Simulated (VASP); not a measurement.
# TiPt3 (Pm-3m) in VASP: single point with r2SCAN

Aim: the single point of TiPt3 with r2SCAN.

All numbers are computed with VASP 6.6.1; they aren't measurements. Logs are shortened: lines on timing, memory, paths and dates and some standing lists are left out, and cuts for length are marked.

## Step 1: The cell of the first run

It takes space group Pm-3m (No. 221, cubic). Conventional cell: a = 3.897 Å, b = 3.897 Å, c = 3.897 Å, α = 90.00°, β = 90.00°, γ = 90.00°. Within 3.6 Å of Ti (site symmetry m-3m) lie 12 Pt at 2.76 Å. Within 3.6 Å of Pt (site symmetry 4/mmm) lie 4 Ti at 2.76 Å and 8 Pt at 2.76 Å.

## Step 2: Single point, r2SCAN, collinear spin

POSCAR reads:

```
TiPt3
1.0
    3.8970000000      0.0000000000      0.0000000000
    0.0000000000      3.8970000000      0.0000000000
    0.0000000000      0.0000000000      3.8970000000
Ti Pt
1 3
Direct
    0.0000000000      0.0000000000      0.0000000000
    0.0000000000      0.5000000000      0.5000000000
    0.5000000000      0.0000000000      0.5000000000
    0.5000000000      0.5000000000      0.0000000000
```

INCAR.step1 reads:

```
PREC = Accurate ; ENCUT = 550
ISMEAR = -1 ; SIGMA = 0.01
LREAL = False ; LASPH = True
NELM = 200 ; ISPIN = 2
MAGMOM = 0.39 -0.13 -0.13 -0.13 ; LMAXMIX = 4
NBANDS = 33 ; GGA = PE
ALGO = Normal ; EDIFF = 1E-5
LWAVE = True ; LCHARG = False
GGA_COMPAT = False
```

INCAR.step2 reads:

```
PREC = Accurate ; ENCUT = 550
EDIFF = 1E-6 ; ISMEAR = -1
SIGMA = 0.01 ; LREAL = False
LASPH = True ; NELM = 200
ALGO = Normal ; ISIF = 2
LWAVE = False ; LCHARG = False
ISPIN = 2 ; MAGMOM = 0.39 -0.13 -0.13 -0.13
LORBIT = 11 ; LMAXMIX = 4
METAGGA = R2SCAN ; LMIXTAU = True
NBANDS = 33 ; ISTART = 1
GGA_COMPAT = False
```

KPOINTS reads:

```
regular mesh
0
Gamma
  3 3 3
```

Potentials or basis: VASP PAW PBE potentials, release 64 (Ti_sv, Pt).

The run is started by

```console
> cat potpaw_PBE.64/Ti_sv/POTCAR potpaw_PBE.64/Pt/POTCAR > POTCAR
> cp INCAR.step1 INCAR
> mpirun -np 1 vasp_std > vasp.out
> cp INCAR.step2 INCAR
> mpirun -np 1 vasp_std > vasp.out
```

OUTCAR:

```text
PREC = Accurate
   ENCUT = 550
   EDIFF = 1E-6
   ISMEAR = -1
   LREAL = False
   LASPH = True
   NELM = 200
   ISIF = 2
   ISPIN = 2
   LORBIT = 11
   METAGGA = R2SCAN
   ISTART = 1

 ion  position               nearest neighbor table
   1  0.000  0.000  0.000-   2 2.76   3 2.76   4 2.76   2 2.76   3 2.76   2 2.76   4 2.76   2 2.76
                             3 2.76   4 2.76   3 2.76   4 2.76
   2  0.000  0.500  0.500-   1 2.76   3 2.76   4 2.76   1 2.76   4 2.76   1 2.76   3 2.76   1 2.76
                             3 2.76   4 2.76   4 2.76   3 2.76
   3  0.500  0.000  0.500-   1 2.76   2 2.76   4 2.76   1 2.76   4 2.76   2 2.76   4 2.76   4 2.76
                             1 2.76   2 2.76   1 2.76   2 2.76
   4  0.500  0.500  0.000-   1 2.76   2 2.76   3 2.76   2 2.76   3 2.76   1 2.76   3 2.76   3 2.76
                             1 2.76   2 2.76   2 2.76   1 2.76

  LATTYP: Found a simple cubic cell.
 ALAT       =     3.8970000000

  Lattice vectors:

 A1 = (   3.8970000000,   0.0000000000,   0.0000000000)
 A2 = (   0.0000000000,   3.8970000000,   0.0000000000)
 A3 = (   0.0000000000,   0.0000000000,   3.8970000000)

Analysis of symmetry for initial positions (statically):
=====================================================================
 Subroutine PRICEL returns:
 Original cell was already a primitive cell.

 Routine SETGRP: Setting up the symmetry group for a
 simple cubic supercell.

 Subroutine GETGRP returns: Found 48 space group operations
 (whereof 48 operations were pure point group operations)
 out of a pool of 48 trial point group operations.

The static configuration has the point symmetry O_h .

Analysis of symmetry for dynamics (positions and initial velocities):
=====================================================================
 Subroutine PRICEL returns:
 Original cell was already a primitive cell.

 Routine SETGRP: Setting up the symmetry group for a
 simple cubic supercell.

 Subroutine GETGRP returns: Found 48 space group operations
 (whereof 48 operations were pure point group operations)
 out of a pool of 48 trial point group operations.

The dynamic configuration has the point symmetry O_h .

Analysis of structural, dynamic, and magnetic symmetry:
=====================================================================
 Subroutine PRICEL returns:
 Original cell was already a primitive cell.

 Routine SETGRP: Setting up the symmetry group for a
 simple cubic supercell.

 Subroutine GETGRP returns: Found 48 space group operations
 (whereof 48 operations were pure point group operations)
 out of a pool of 48 trial point group operations.

The overall configuration has the point symmetry O_h .

 Subroutine INISYM returns: Found 48 space group operations
 (whereof 48 operations are pure point group operations),
 and found     1 'primitive' translations

----------------------------------------------------------------------------------------

                                     Primitive cell

  volume of cell :      59.1822

  direct lattice vectors                    reciprocal lattice vectors
     3.897000000  0.000000000  0.000000000     0.256607647  0.000000000  0.000000000
     0.000000000  3.897000000  0.000000000     0.000000000  0.256607647  0.000000000
     0.000000000  0.000000000  3.897000000     0.000000000  0.000000000  0.256607647

  length of vectors
     3.897000000  3.897000000  3.897000000     0.256607647  0.256607647  0.256607647

  position of ions in fractional coordinates (direct lattice)
     0.000000000  0.000000000  0.000000000
     0.000000000  0.500000000  0.500000000
     0.500000000  0.000000000  0.500000000
     0.500000000  0.500000000  0.000000000

  ion indices of the primitive-cell ions
   primitive index   ion index
                 1           1
                 2           2
                 3           3
                 4           4

----------------------------------------------------------------------------------------

 KPOINTS: regular mesh

Automatic generation of k-mesh.
 Grid dimensions read from file:
 generate k-points for:    3    3    3

 Generating k-lattice:

  Cartesian coordinates                     Fractional coordinates (reciprocal lattice)
     0.085535882  0.000000000  0.000000000     0.333333333  0.000000000  0.000000000
     0.000000000  0.085535882  0.000000000     0.000000000  0.333333333  0.000000000
     0.000000000  0.000000000  0.085535882     0.000000000  0.000000000  0.333333333

  Length of vectors
     0.085535882  0.085535882  0.085535882

  Shift w.r.t. Gamma in fractional coordinates (k-lattice)
     0.000000000  0.000000000  0.000000000

 Subroutine IBZKPT returns following result:
 ===========================================

 Found      4 irreducible k-points:

 Following reciprocal coordinates:
            Coordinates               Weight
  0.000000  0.000000  0.000000      1.000000
  0.333333  0.000000  0.000000      6.000000
  0.333333  0.333333  0.000000     12.000000
  0.333333  0.333333  0.333333      8.000000
   k-points           NKPTS =      4   k-points in BZ     NKDIM =      4   number of bands    NBANDS=     33
   number of dos      NEDOS =    301   number of ions     NIONS =      4
   total plane-waves  NPLWV =  27000
   dimension x,y,z NGX =    30 NGY =   30 NGZ =   30
   dimension x,y,z NGXF=    60 NGYF=   60 NGZF=   60
   ions per type =               1   3
   NGX,Y,Z   is equivalent  to a cutoff of  12.80, 12.80, 12.80 a.u.
   NGXF,Y,Z  is equivalent  to a cutoff of  25.60, 25.60, 25.60 a.u.
 SYSTEM =  unknown system
   PREC   = accura    normal or accurate (medium, high low for compatibility)
   ISTART =      1    job   : 0-new  1-cont  2-samecut
   ICHARG =      0    charge: 1-file 2-atom 10-const
   ISPIN  =      2    spin polarized calculation?
   LNONCOLLINEAR =      F non collinear calculations
   LSORBIT =      F    spin-orbit coupling
   LASPH  =      T    aspherical Exc in radial PAW
   ENCUT  =  550.0 eV  40.42 Ry    6.36 a.u.   7.45  7.45  7.45*2*pi/ulx,y,z
   NELM   =    200;   NELMIN=  2; NELMDL=  0     # of ELM steps
   EDIFF  = 0.1E-05   stopping-criterion for ELM
   LREAL  =      F    real-space projection
   EDIFFG = 0.1E-04   stopping-criterion for IOM
   NSW    =      0    number of steps for IOM
   IBRION =     -1    ionic relax: 0-MD 1-quasi-New 2-CG
   NFREE  =      0    steps in history (QN), initial steepest desc. (CG)
   ISIF   =      2    stress and relaxation
   ISYM   =      2    0-nonsym 1-usesym 2-fastsym
   POTIM  = 0.5000    time-step for ionic-motion
   TEBEG  =    0.0;   TEEND  =   0.0 temperature during run
   PSTRESS=    0.0 pullay stress
   NELECT =      42.0000    total number of electrons
   NUPDOWN=      -1.0000    fix difference up-down
   EMIN   =  10.00;   EMAX   =-10.00  energy-range for DOS
   EFERMI =   0.00;   METHOD = LEGACY
   ISMEAR =    -1;   SIGMA  =   0.01  broadening in eV -4-tet -1-fermi 0-gaus
   EFERMI_NEDOS =   21; number of points for ismear=-14 and -15
   IALGO  =     38    algorithm
   IMIX   =      4    mixing-type and parameters
     AMIX     =   0.40;   BMIX     =  1.00
     AMIX_MAG =   1.60;   BMIX_MAG =  1.00
  volume/ion in A,a.u.               =      14.80        99.85
  Fermi-wavevector in a.u.,A,eV,Ry     =   1.460251  2.759474 29.012153  2.132333
  Thomas-Fermi vector in A             =   2.576723
   LORBIT       =     11    0 simple, 1 ext, 2 COOP (PROOUT), +10 PAW based schemes
   METAGGA = R2SCAN    functional components
   LHFCALC =     F    Hartree Fock is set to
   AEXX    =    0.0000 exact exchange contribution
   IVDW    =     0    specifies the selected vdW correction
   LEPSILON=     F    determine dielectric tensor
   LRPA    =     F    only Hartree local field effects (RPA)
 spin polarized calculation
  energy-cutoff  :      550.00
  volume of cell :       59.18
 maximum number of plane-waves:      1743
 NGX is ok and might be reduce to    30
   NGX = 15   NGY = 15   NGZ = 15

 number of electron      41.9999997 magnetization       0.1744807

 Free energy of the ion-electron system (eV)
  ---------------------------------------------------
  ext. energy  EPLUGINS =         0.00000000
  ---------------------------------------------------
  free energy    TOTEN  =      -170.94684936 eV

  energy without entropy =     -170.94073686  energy(sigma->0) =     -170.94379311

 E-fermi :  11.8769     XC(G=0): -14.4230

 val. band max:       11.8635427547   @ k =   0.3333   0.0000   0.0000
 cond. band min:      11.8797075699   @ k =   0.3333   0.0000   0.0000
 fundamental gap:      0.0161648152
 Fermi energy:        11.8768661714

 spin component 1

 k-point     1 :       0.0000    0.0000    0.0000
  band No.  band energies     occupation
      1     -49.0412      1.00000
      2     -24.2188      1.00000
      3     -24.2188      1.00000
      4     -24.2188      1.00000
      5       1.1204      1.00000
      6       4.0840      1.00000
[... 133 lines left out ...]
     32      23.2635      0.00000
     33      27.0897      0.00000
 Fermi energy:        11.8768661714

 spin component 2

 k-point     1 :       0.0000    0.0000    0.0000
  band No.  band energies     occupation
      1     -48.8152      1.00000
      2     -23.9909      1.00000
      3     -23.9909      1.00000
      4     -23.9909      1.00000
      5       1.1331      1.00000
      6       4.0825      1.00000
[... 133 lines left out ...]
     32      23.3372      0.00000
     33      27.1132      0.00000

------------------------ aborting loop because EDIFF is reached ----------------------------------------

  FORCE on cell =-STRESS in cart. coord.  units (eV):
  Direction    XX          YY          ZZ          XY          YZ          ZX
  --------------------------------------------------------------------------------------
  -------------------------------------------------------------------------------------
  Total        2.8559332      2.8559332      2.8559332      0.0000000      0.0000000     -0.0000000
  in kB       77.3156508     77.3156508     77.3156508      0.0000000      0.0000000     -0.0000000
  external PRESSURE =      77.3156508 kB  Pullay stress =       0.0000000 kB

 VOLUME and BASIS-vectors are now :
 -----------------------------------------------------------------------------
  energy-cutoff  :      550.00
  volume of cell :       59.18
      direct lattice vectors                 reciprocal lattice vectors
     3.897000000  0.000000000  0.000000000     0.256607647  0.000000000  0.000000000
     0.000000000  3.897000000  0.000000000     0.000000000  0.256607647  0.000000000
     0.000000000  0.000000000  3.897000000     0.000000000  0.000000000  0.256607647

 POSITION                                       TOTAL-FORCE (eV/Angst)
 -----------------------------------------------------------------------------------
      0.00000      0.00000      0.00000         0.000000      0.000000      0.000000
      0.00000      1.94850      1.94850         0.000000      0.000000      0.000000
      1.94850      0.00000      1.94850         0.000000      0.000000      0.000000
      1.94850      1.94850      0.00000         0.000000      0.000000      0.000000
 -----------------------------------------------------------------------------------
    total drift:                                0.000000      0.000000     -0.000000

  FREE ENERGIE OF THE ION-ELECTRON SYSTEM (eV)
  ---------------------------------------------------
  free  energy   TOTEN  =      -170.9468493584 eV

  energy  without entropy=     -170.9407368646  energy(sigma->0) =     -170.94379311

 total charge

# of ion       s       p       d       tot
------------------------------------------
    1        2.212   6.157   1.761  10.130
    2        0.709   0.662   8.107   9.478
    3        0.709   0.662   8.107   9.478
    4        0.709   0.662   8.107   9.478
--------------------------------------------------
tot          4.339   8.144  26.082  38.564

 magnetization (x)

# of ion       s       p       d       tot
------------------------------------------
    1        0.002   0.003   0.174   0.180
    2       -0.002   0.003  -0.009  -0.008
    3       -0.002   0.003  -0.009  -0.008
    4       -0.002   0.003  -0.009  -0.008
--------------------------------------------------
tot         -0.002   0.011   0.147   0.156
```

It took 89 s on 1 thread of Intel Xeon Platinum 8375C at 2.90GHz (Ice Lake), shared host; peak memory 0.2 GiB.

Results:

```yaml
Free_energy: -170.9468 eV
Pressure: 7.7 GPa
Net_moment: 0.17 μB per cell
Site_moments: Ti +0.18; Pt -0.01 μB
Valence_electrons_inside_the_program's_atomic_spheres: Ti 10.13; Pt 9.48
```

Caveat: the k points lie up to 0.54 Å⁻¹ apart; the PAW data sets were made with another functional, which shifts forces and pressure a little; spin-orbit coupling is left out, which moves the levels of the heavy elements.
